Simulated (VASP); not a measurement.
Set up this calculation in VASP 6.6.1, as the native input.

- Task: single point
- Functional: r2SCAN
- Potentials or basis: VASP PAW PBE potentials, release 64 (Sr_sv, O)
- Cutoff: 520 eV
- k mesh: 8 × 8 × 8
- Occupations: gaussian, width 0.05 eV
- Spin: no spin polarisation
- Dipole correction: no
- Further INCAR settings: ALGO = Normal; EDIFF = 1e-06; NBANDS = 15

SrO:

```
Sr O
1.0
     0.00000    2.56980    2.56980
     2.56980    0.00000    2.56980
     2.56980    2.56980    0.00000
Sr O
1 1
Direct
  0.00000 0.00000 0.00000
  0.50000 0.50000 0.50000
```

These files were run (other wordings do the same):

POSCAR

```
SrO
1.0
    0.0000000000      2.5698000000      2.5698000000
    2.5698000000      0.0000000000      2.5698000000
    2.5698000000      2.5698000000      0.0000000000
Sr O
1 1
Direct
    0.0000000000      0.0000000000      0.0000000000
    0.5000000000      0.5000000000      0.5000000000
```

INCAR.step1

```
PREC     = Accurate       # precision mode
ENCUT    = 520            # plane-wave cutoff, eV
ISMEAR   = 0              # smearing method
SIGMA    = 0.05           # smearing width, eV
LREAL    = False          # projectors in reciprocal space
LASPH    = True           # aspherical terms in the spheres
NELM     = 80             # most SCF steps
NBANDS   = 15             # bands
GGA      = PE             # functional
ALGO     = Normal         # electronic algorithm
EDIFF    = 1E-4           # SCF threshold, eV
LWAVE    = True           # write WAVECAR
LCHARG   = False          # write CHGCAR
```

INCAR.step2

```
PREC     = Accurate       # precision mode
ENCUT    = 520            # plane-wave cutoff, eV
EDIFF    = 1E-6           # SCF threshold, eV
ISMEAR   = 0              # smearing method
SIGMA    = 0.05           # smearing width, eV
LREAL    = False          # projectors in reciprocal space
LASPH    = True           # aspherical terms in the spheres
NELM     = 80             # most SCF steps
ALGO     = Normal         # electronic algorithm
ISIF     = 2              # what is computed and relaxed
LWAVE    = False          # write WAVECAR
LCHARG   = False          # write CHGCAR
METAGGA  = R2SCAN         # meta-GGA
LMIXTAU  = True         
NBANDS   = 15             # bands
ISTART   = 1
```

KPOINTS

```
Automatic mesh
0
Gamma
  8 8 8
```

Potentials or basis: VASP PAW PBE potentials, release 64 (Sr_sv, O).

Command:

```console
$ cat potpaw_PBE.64/Sr_sv/POTCAR potpaw_PBE.64/O/POTCAR > POTCAR
$ cp INCAR.step1 INCAR
$ mpirun -np 1 vasp_std > vasp.out
$ cp INCAR.step2 INCAR
$ mpirun -np 1 vasp_std > vasp.out
```

Results of the run:

```yaml
Pressure: 1.7 GPa
Band_gap_on_the_k_mesh: 3.74 eV, indirect (least direct gap 3.83 eV)
```

Caveat: the PAW data sets were made with another functional, which shifts forces and pressure a little.

Wall time 42 s on 1 thread of Intel(R) Xeon(R) 6975P-C (Granite Rapids), with other jobs on the host, peak memory 0.17 GiB.
